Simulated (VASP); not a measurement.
# Pt (P6_3/mmc) in VASP: notebook, part 2 of 2

VASP 6.6.1. Earlier steps stand in the parts before.

### 3 Single point, r2SCAN (strain +0.000 along x and y, -0.040 along z)

Input file POSCAR:

```
Pt
1.0
    2.7606656158      0.0000000000      0.0000000000
   -1.3803328079      2.3908065546      0.0000000000
    0.0000000000      0.0000000000      4.6004486400
Pt
2
Direct
    0.6666666667      0.3333333333      0.7500000000
    0.3333333333      0.6666666667      0.2500000000
```

Input file INCAR.step1:

```
SYSTEM = Pt
  ALGO = Normal
  EDIFF = 1E-4
  ENCUT = 520
  GGA = PE
  ISMEAR = 0
  LASPH = .True.
  LCHARG = .False.
  LREAL = .False.
  LWAVE = .True.
  NBANDS = 17
  NELM = 100
  PREC = Accurate
  SIGMA = 0.15
```

Input file INCAR.step2:

```
SYSTEM = Pt
  ALGO = Normal
  EDIFF = 1E-7
  ENCUT = 520
  ISIF = 2
  ISMEAR = 0
  ISTART = 1
  LASPH = .True.
  LCHARG = .False.
  LMIXTAU = .True.
  LREAL = .False.
  LWAVE = .False.
  METAGGA = R2SCAN
  NBANDS = 17
  NELM = 100
  PREC = Accurate
  SIGMA = 0.15
```

Input file KPOINTS:

```
k-points
0
Gamma
  18 18 10
  0 0 0
```

Potentials or basis: VASP PAW PBE potentials, release 64 (Pt).

The run is started by

```console
$ cat potpaw_PBE.64/Pt/POTCAR > POTCAR
$ cp INCAR.step1 INCAR
$ mpirun -np 1 vasp_std > vasp.out
$ cp INCAR.step2 INCAR
$ mpirun -np 1 vasp_std > vasp.out
```

OUTCAR:

```text
SYSTEM = Pt
   EDIFF = 1E-7
   ENCUT = 520
   ISIF = 2
   ISMEAR = 0
   ISTART = 1
   LASPH = .True.
   LREAL = .False.
   METAGGA = R2SCAN
   NELM = 100
   PREC = Accurate

 ion  position               nearest neighbor table
   1  0.667  0.333  0.750-   2 2.80   2 2.80   2 2.80   2 2.80   2 2.80   2 2.80
   2  0.333  0.667  0.250-   1 2.80   1 2.80   1 2.80   1 2.80   1 2.80   1 2.80

  LATTYP: Found a hexagonal cell.
 ALAT       =     2.7606656158
 C/A-ratio  =     1.6664273332

  Lattice vectors:

 A1 = (   2.7606656158,   0.0000000000,   0.0000000000)
[... 653 lines left out ...]
      5       7.2860      2.00000
      6       7.3511      2.00000
[... 9 lines left out ...]
     16      23.9234      0.00000
     17      25.8963      0.00000

 [... further k-points ...]
[... 5 lines left out ...]
  --------------------------------------------------------------------------------------
  -------------------------------------------------------------------------------------
  Total        0.3401931      0.3401931      1.8175923      0.0000000      0.0000000      0.0000000
  in kB       17.9505452     17.9505452     95.9066292      0.0000000      0.0000000      0.0000000
  external PRESSURE =      43.9359065 kB  Pullay stress =       0.0000000 kB

 VOLUME and BASIS-vectors are now :
 -----------------------------------------------------------------------------
  energy-cutoff  :      520.00
  volume of cell :       30.36
      direct lattice vectors                 reciprocal lattice vectors
     2.760665616  0.000000000  0.000000000     0.362231483  0.209134444  0.000000000
    -1.380332808  2.390806555  0.000000000     0.000000000  0.418268888  0.000000000
     0.000000000  0.000000000  4.600448640     0.000000000  0.000000000  0.217370104

 POSITION                                       TOTAL-FORCE (eV/Angst)
 -----------------------------------------------------------------------------------
      1.38033      0.79694      3.45034        -0.000000      0.000000      0.000000
     -0.00000      1.59387      1.15011         0.000000      0.000000      0.000000
 -----------------------------------------------------------------------------------
    total drift:                               -0.000000      0.000000     -0.000000

  FREE ENERGIE OF THE ION-ELECTRON SYSTEM (eV)
  ---------------------------------------------------
  free  energy   TOTEN  =      -102.8674369815 eV

  energy  without entropy=     -102.8239705685  energy(sigma->0) =     -102.84570377
```

Run time: 4.6 min. Hardware: 1 thread of AMD EPYC 9R45 (Zen 5), shared host; peak memory 0.2 GiB.

Results:

* Free energy: -102.8674 eV
* Pressure: 4.4 GPa
* Band gap on the k mesh: zero (bands 10 and 11 overlap by 1.37 eV)

Caveat: the cell differs from its parent crystal (strain +0.000 along x and y, -0.040 along z); the cell stands under pressure; the PAW data sets were made with another functional, which shifts forces and pressure a little; spin-orbit coupling is left out, which moves the levels of the heavy elements.

### 4 Single point, r2SCAN (strain -0.040 along x and y, +0.080 along z)

Input file POSCAR:

```
Pt
1.0
    2.6502389911      0.0000000000      0.0000000000
   -1.3251194956      2.2951742924      0.0000000000
    0.0000000000      0.0000000000      5.1755047200
Pt
2
Direct
    0.6666666667      0.3333333333      0.7500000000
    0.3333333333      0.6666666667      0.2500000000
```

Input file INCAR.step1:

```
PREC = Accurate
ENCUT = 520
ISMEAR = 0
SIGMA = 0.15
LREAL = F
LASPH = T
NELM = 80
NBANDS = 17
GGA = PE
ALGO = Normal
EDIFF = 1E-4
LWAVE = T
LCHARG = F
```

Input file INCAR.step2:

```
PREC = Accurate
ENCUT = 520
EDIFF = 1E-6
ISMEAR = 0
SIGMA = 0.15
LREAL = F
LASPH = T
NELM = 80
ALGO = Normal
ISIF = 2
LWAVE = F
LCHARG = F
METAGGA = R2SCAN
LMIXTAU = T
NBANDS = 17
ISTART = 1
```

Input file KPOINTS:

```
regular mesh
0
Gamma
  18 18 10
```

The run is started by

```console
$ cat potpaw_PBE.64/Pt/POTCAR > POTCAR
$ cp INCAR.step1 INCAR
$ mpirun -np 1 vasp_std > vasp.out
$ cp INCAR.step2 INCAR
$ mpirun -np 1 vasp_std > vasp.out
```

It took 3.4 min on 1 thread of AMD EPYC 9R45 (Zen 5), shared host; peak memory 0.2 GiB.

Results (log left out):

```yaml
Free_energy: -102.7048 eV
Pressure: 3.4 GPa
Band_gap_on_the_k_mesh: zero (bands 10 and 11 overlap by 1.78 eV)
```

Stress tensor (GPa, compression positive):
```
 12.23   0.00   0.00
  0.00  12.23   0.00
  0.00   0.00 -14.18
```

Levels at points of the mesh, in eV from the Fermi level:
```csv
k point,band 7,band 8,band 9,band 10,band 11,band 12,band 13,band 14
"(0.00, 0.00, 0.00)",-3.42,-1.17,-1.11,-1.11,-0.11,-0.11,3.45,14.34
"(0.50, 0.00, 0.00)",-2.01,-0.33,0.96,1.06,2.65,4.28,7.92,8.66
"(0.00, 0.00, 0.50)",-3.58,-3.58,-0.55,-0.55,-0.55,-0.55,10.00,10.00
"(0.50, 0.00, 0.50)",-0.83,-0.83,1.01,1.01,1.98,1.98,7.62,7.62
```

Caveat: the cell differs from its parent crystal (strain -0.040 along x and y, +0.080 along z); the cell stands under pressure; the PAW data sets were made with another functional, which shifts forces and pressure a little; spin-orbit coupling is left out, which moves the levels of the heavy elements.

### 5 The runs side by side

| cell | gap on the mesh (eV) | pressure (GPa) |
| --- | --- | --- |
| a = 2.650, b = 2.650, c = 4.792 Å, angles 90.0, 90.0, 120.0°, 2 atoms | none | 20.3 |
| a = 2.761, b = 2.761, c = 4.600 Å, angles 90.0, 90.0, 120.0°, 2 atoms | none | 4.4 |
| a = 2.650, b = 2.650, c = 5.176 Å, angles 90.0, 90.0, 120.0°, 2 atoms | none | 3.4 |

Alike in all rows: task single point; level r2SCAN; potentials or basis VASP PAW PBE potentials, release 64 (Pt); no spin polarisation; k mesh 18 × 18 × 10; cutoff (eV) 520; smearing gaussian 0.15 eV.

Caveats: the cell stands under pressure; the PAW data sets were made with another functional, which shifts forces and pressure a little; spin-orbit coupling is left out, which moves the levels of the heavy elements.

Total energies depend on the potentials used, so only differences within one code and one set of settings carry meaning.
